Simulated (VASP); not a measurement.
# SnO (P4/nmm) in VASP: single point with r2SCAN

Aim: the single point of SnO with r2SCAN.

Everything below comes from runs of VASP 6.6.1. Logs are shortened: lines on timing, memory, paths and dates and some standing lists are left out, and cuts for length are marked.

## (1) The cell of the first run

The structure is tetragonal, space group P4/nmm (No. 129). Conventional cell: a = 3.807 Å, b = 3.807 Å, c = 4.930 Å, α = 90.00°, β = 90.00°, γ = 90.00°. Within 2.9 Å of Sn (site symmetry 4mm) lie 4 O at 2.22 Å. Within 2.9 Å of O (site symmetry -4m2) lie 4 Sn at 2.22 Å and 4 O at 2.69 Å.

## (2) Single point, r2SCAN

POSCAR reads:

```
SnO
1.0
    3.8071911187      0.0000000000      0.0000000000
    0.0000000000      3.8071911187      0.0000000000
    0.0000000000      0.0000000000      4.9304454582
Sn O
2 2
Direct
    0.5000000000      0.0000000000      0.2327381857
    0.0000000000      0.5000000000      0.7672618143
    0.0000000000      0.0000000000      0.0000000000
    0.5000000000      0.5000000000      0.0000000000
```

INCAR.step1 reads:

```
PREC = Accurate ; ENCUT = 520
ISMEAR = -1 ; SIGMA = 0.1
LREAL = F ; LASPH = T
NELM = 80 ; NBANDS = 28
GGA = PE ; ALGO = Normal
EDIFF = 1E-4 ; LWAVE = T
LCHARG = F
```

INCAR.step2 reads:

```
PREC = Accurate ; ENCUT = 520
EDIFF = 1E-6 ; ISMEAR = -1
SIGMA = 0.1 ; LREAL = F
LASPH = T ; NELM = 80
ALGO = Normal ; ISIF = 2
LWAVE = F ; LCHARG = F
METAGGA = R2SCAN ; LMIXTAU = T
NBANDS = 28 ; ISTART = 1
```

KPOINTS reads:

```
regular mesh
0
Gamma
  8 8 8
```

Potentials or basis: VASP PAW PBE potentials, release 64 (Sn_d, O).

Launch:

```sh
> cat potpaw_PBE.64/Sn_d/POTCAR potpaw_PBE.64/O/POTCAR > POTCAR
> cp INCAR.step1 INCAR
> mpirun -np 1 vasp_std > vasp.out
> cp INCAR.step2 INCAR
> mpirun -np 1 vasp_std > vasp.out
```

OUTCAR:

```text
PREC = Accurate
   ENCUT = 520
   EDIFF = 1E-6
   ISMEAR = -1
   LREAL = F
   LASPH = T
   NELM = 80
   ISIF = 2
   METAGGA = R2SCAN
   ISTART = 1

 ion  position               nearest neighbor table
   1  0.500  0.000  0.233-   3 2.22   4 2.22   4 2.22   3 2.22   2 3.54   2 3.54   2 3.54   2 3.54

   2  0.000  0.500  0.767-   3 2.22   4 2.22   3 2.22   4 2.22   1 3.54   1 3.54   1 3.54   1 3.54

   3  0.000  0.000  0.000-   1 2.22   2 2.22   2 2.22   1 2.22
   4  0.500  0.500  0.000-   1 2.22   2 2.22   1 2.22   2 2.22

  LATTYP: Found a simple tetragonal cell.
 ALAT       =     3.8071911187
 C/A-ratio  =     1.2950349232

  Lattice vectors:

 A1 = (   3.8071911187,   0.0000000000,   0.0000000000)
 A2 = (   0.0000000000,   3.8071911187,   0.0000000000)
 A3 = (   0.0000000000,   0.0000000000,   4.9304454582)

Analysis of symmetry for initial positions (statically):
=====================================================================
 Subroutine PRICEL returns:
 Original cell was already a primitive cell.

 Routine SETGRP: Setting up the symmetry group for a
 simple tetragonal supercell.

 Subroutine GETGRP returns: Found 16 space group operations
 (whereof  8 operations were pure point group operations)
 out of a pool of 16 trial point group operations.

The static configuration has the point symmetry D_2d.
 The point group associated with its full space group is D_4h.

Analysis of symmetry for dynamics (positions and initial velocities):
=====================================================================
 Subroutine PRICEL returns:
 Original cell was already a primitive cell.

 Routine SETGRP: Setting up the symmetry group for a
 simple tetragonal supercell.

 Subroutine GETGRP returns: Found 16 space group operations
 (whereof  8 operations were pure point group operations)
 out of a pool of 16 trial point group operations.

The dynamic configuration has the point symmetry D_2d.
 The point group associated with its full space group is D_4h.

 Subroutine INISYM returns: Found 16 space group operations
 (whereof  8 operations are pure point group operations),
 and found     1 'primitive' translations

----------------------------------------------------------------------------------------

                                     Primitive cell

  volume of cell :      71.4653

  direct lattice vectors                    reciprocal lattice vectors
     3.807191119  0.000000000  0.000000000     0.262660835  0.000000000  0.000000000
     0.000000000  3.807191119  0.000000000     0.000000000  0.262660835  0.000000000
     0.000000000  0.000000000  4.930445458     0.000000000  0.000000000  0.202821430

  length of vectors
     3.807191119  3.807191119  4.930445458     0.262660835  0.262660835  0.202821430

  position of ions in fractional coordinates (direct lattice)
     0.500000000  0.000000000  0.232738186
     0.000000000  0.500000000  0.767261814
     0.000000000  0.000000000  0.000000000
     0.500000000  0.500000000  0.000000000

  ion indices of the primitive-cell ions
   primitive index   ion index
                 1           1
                 2           2
                 3           3
                 4           4

----------------------------------------------------------------------------------------

 KPOINTS: regular mesh

Automatic generation of k-mesh.
 Grid dimensions read from file:
 generate k-points for:    8    8    8

 Generating k-lattice:

  Cartesian coordinates                     Fractional coordinates (reciprocal lattice)
     0.032832604  0.000000000  0.000000000     0.125000000  0.000000000  0.000000000
     0.000000000  0.032832604  0.000000000     0.000000000  0.125000000  0.000000000
     0.000000000  0.000000000  0.025352679     0.000000000  0.000000000  0.125000000

  Length of vectors
     0.032832604  0.032832604  0.025352679

  Shift w.r.t. Gamma in fractional coordinates (k-lattice)
     0.000000000  0.000000000  0.000000000

 Subroutine IBZKPT returns following result:
 ===========================================

 Found     75 irreducible k-points:

 Following reciprocal coordinates:
            Coordinates               Weight
  0.000000  0.000000  0.000000      1.000000
  0.125000  0.000000  0.000000      4.000000
  0.250000  0.000000  0.000000      4.000000
  0.375000  0.000000  0.000000      4.000000
  0.500000  0.000000  0.000000      2.000000
  0.125000  0.125000  0.000000      4.000000
[... 16 lines left out ...]
  0.375000  0.125000  0.125000     16.000000
  0.500000  0.125000  0.125000      8.000000
 [... further k-points ...]
   k-points           NKPTS =     75   k-points in BZ     NKDIM =     75   number of bands    NBANDS=     28
   number of dos      NEDOS =    301   number of ions     NIONS =      4
   total plane-waves  NPLWV =  31360
   dimension x,y,z NGX =    28 NGY =   28 NGZ =   40
   dimension x,y,z NGXF=    56 NGYF=   56 NGZF=   80
   ions per type =               2   2
   NGX,Y,Z   is equivalent  to a cutoff of  12.23, 12.23, 13.49 a.u.
   NGXF,Y,Z  is equivalent  to a cutoff of  24.45, 24.45, 26.97 a.u.
 SYSTEM =  unknown system
   PREC   = accura    normal or accurate (medium, high low for compatibility)
   ISTART =      1    job   : 0-new  1-cont  2-samecut
   ICHARG =      0    charge: 1-file 2-atom 10-const
   ISPIN  =      1    spin polarized calculation?
   LNONCOLLINEAR =      F non collinear calculations
   LSORBIT =      F    spin-orbit coupling
   LASPH  =      T    aspherical Exc in radial PAW
   ENCUT  =  520.0 eV  38.22 Ry    6.18 a.u.   7.08  7.08  9.17*2*pi/ulx,y,z
   NELM   =     80;   NELMIN=  2; NELMDL=  0     # of ELM steps
   EDIFF  = 0.1E-05   stopping-criterion for ELM
   LREAL  =      F    real-space projection
   EDIFFG = 0.1E-04   stopping-criterion for IOM
   NSW    =      0    number of steps for IOM
   IBRION =     -1    ionic relax: 0-MD 1-quasi-New 2-CG
   NFREE  =      0    steps in history (QN), initial steepest desc. (CG)
   ISIF   =      2    stress and relaxation
   ISYM   =      2    0-nonsym 1-usesym 2-fastsym
   POTIM  = 0.5000    time-step for ionic-motion
   TEBEG  =    0.0;   TEEND  =   0.0 temperature during run
   PSTRESS=    0.0 pullay stress
   NELECT =      40.0000    total number of electrons
   NUPDOWN=      -1.0000    fix difference up-down
   EMIN   =  10.00;   EMAX   =-10.00  energy-range for DOS
   EFERMI =   0.00;   METHOD = LEGACY
   ISMEAR =    -1;   SIGMA  =   0.10  broadening in eV -4-tet -1-fermi 0-gaus
   EFERMI_NEDOS =   21; number of points for ismear=-14 and -15
   IALGO  =     38    algorithm
   IMIX   =      4    mixing-type and parameters
     AMIX     =   0.40;   BMIX     =  1.00
     AMIX_MAG =   1.60;   BMIX_MAG =  1.00
  volume/ion in A,a.u.               =      17.87       120.57
  Fermi-wavevector in a.u.,A,eV,Ry     =   1.349159  2.549540 24.765716  1.820229
  Thomas-Fermi vector in A             =   2.476768
   LORBIT       =      0    0 simple, 1 ext, 2 COOP (PROOUT), +10 PAW based schemes
   METAGGA = R2SCAN    functional components
   LHFCALC =     F    Hartree Fock is set to
   AEXX    =    0.0000 exact exchange contribution
   IVDW    =     0    specifies the selected vdW correction
   LEPSILON=     F    determine dielectric tensor
   LRPA    =     F    only Hartree local field effects (RPA)
 non-spin polarized calculation
  energy-cutoff  :      520.00
  volume of cell :       71.47
 maximum number of plane-waves:      1952
   NGX = 15   NGY = 15   NGZ = 19

 number of electron      39.9999993 magnetization

 Free energy of the ion-electron system (eV)
  ---------------------------------------------------
  ext. energy  EPLUGINS =         0.00000000
  ---------------------------------------------------
  free energy    TOTEN  =       -66.90424364 eV

  energy without entropy =      -66.90244316  energy(sigma->0) =      -66.90334340

 E-fermi :   7.1617     XC(G=0): -10.8062

 val. band max:        6.9234185378   @ k =   0.0000   0.0000   0.0000
 cond. band min:       7.2794439228   @ k =   0.5000   0.5000   0.0000
 fundamental gap:      0.3560253850
 Fermi energy:         7.1617121448

 k-point     1 :       0.0000    0.0000    0.0000
  band No.  band energies     occupation
      1     -16.0122      2.00000
      2     -15.4497      2.00000
      3     -15.4336      2.00000
      4     -15.4336      2.00000
      5     -15.3869      2.00000
      6     -15.3640      2.00000
[... 20 lines left out ...]
     27      14.0634      0.00000
     28      14.7352      0.00000

 k-point     2 :       0.1250    0.0000    0.0000
  band No.  band energies     occupation
      1     -16.0035      2.00000
      2     -15.4703      2.00000
      3     -15.4310      2.00000
      4     -15.4302      2.00000
      5     -15.4265      2.00000
      6     -15.3888      2.00000
[... 20 lines left out ...]
     27      14.3339      0.00000
     28      15.9025      0.00000

 k-point     3 :       0.2500    0.0000    0.0000
  band No.  band energies     occupation
      1     -15.9788      2.00000
      2     -15.6298      2.00000
      3     -15.4228      2.00000
      4     -15.4213      2.00000
      5     -15.4148      2.00000
      6     -15.3933      2.00000
[... 20 lines left out ...]
     27      14.6493      0.00000
     28      17.9570      0.00000

 k-point     4 :       0.3750    0.0000    0.0000
  band No.  band energies     occupation
      1     -15.9377      2.00000
      2     -15.7713      2.00000
      3     -15.4109      2.00000
      4     -15.4109      2.00000
      5     -15.4014      2.00000
      6     -15.3983      2.00000
[... 578 lines left out ...]
     27      15.6245      0.00000
     28      16.9176      0.00000

 k-point    23 :       0.3750    0.1250    0.1250
  band No.  band energies     occupation
      1     -15.9389      2.00000
      2     -15.7916      2.00000
      3     -15.4244      2.00000
      4     -15.4128      2.00000
      5     -15.3992      2.00000
      6     -15.3898      2.00000
[... 20 lines left out ...]
     27      15.7027      0.00000
     28      16.1381      0.00000

 k-point    24 :       0.5000    0.1250    0.1250
  band No.  band energies     occupation
      1     -15.8817      2.00000
      2     -15.8817      2.00000
      3     -15.4160      2.00000
      4     -15.4160      2.00000
      5     -15.3930      2.00000
      6     -15.3930      2.00000
[... 20 lines left out ...]
     27      15.8009      0.00000
     28      15.8009      0.00000

 [... further k-points ...]
[... 5 lines left out ...]
  --------------------------------------------------------------------------------------
  -------------------------------------------------------------------------------------
  Total        0.2673212      0.2673212      0.2340968      0.0000000      0.0000000      0.0000000
  in kB        5.9930567      5.9930567      5.2482016      0.0000000      0.0000000      0.0000000
  external PRESSURE =       5.7447717 kB  Pullay stress =       0.0000000 kB

 VOLUME and BASIS-vectors are now :
 -----------------------------------------------------------------------------
  energy-cutoff  :      520.00
  volume of cell :       71.47
      direct lattice vectors                 reciprocal lattice vectors
     3.807191119  0.000000000  0.000000000     0.262660835  0.000000000  0.000000000
     0.000000000  3.807191119  0.000000000     0.000000000  0.262660835  0.000000000
     0.000000000  0.000000000  4.930445458     0.000000000  0.000000000  0.202821430

 POSITION                                       TOTAL-FORCE (eV/Angst)
 -----------------------------------------------------------------------------------
      1.90360      0.00000      1.14750         0.000000      0.000000      0.142965
      0.00000      1.90360      3.78294         0.000000     -0.000000     -0.142965
      0.00000      0.00000      0.00000         0.000000      0.000000      0.000000
      1.90360      1.90360      0.00000         0.000000     -0.000000      0.000000
 -----------------------------------------------------------------------------------
    total drift:                                0.000000      0.000000     -0.000000

  FREE ENERGIE OF THE ION-ELECTRON SYSTEM (eV)
  ---------------------------------------------------
  free  energy   TOTEN  =       -66.9042436441 eV

  energy  without entropy=      -66.9024431553  energy(sigma->0) =      -66.90334340
```

Run time: 15 min. Hardware: 1 thread of AMD EPYC 7R13, shared host; peak memory 0.23 GiB.

Results:

```yaml
Free_energy: -66.9042 eV
Pressure: 0.6 GPa
Largest_force: 0.143 eV/Å
Band_gap_on_the_k_mesh: 0.36 eV, indirect (least direct gap 2.33 eV)
```

Forces in eV/Å, atoms in the order of the input:
```
Sn   0.000  0.000  0.143
Sn   0.000  0.000 -0.143
O    0.000  0.000  0.000
O    0.000  0.000  0.000
```

Caveat: the PAW data sets were made with another functional, which shifts forces and pressure a little; spin-orbit coupling is left out, which moves the levels of the heavy elements.
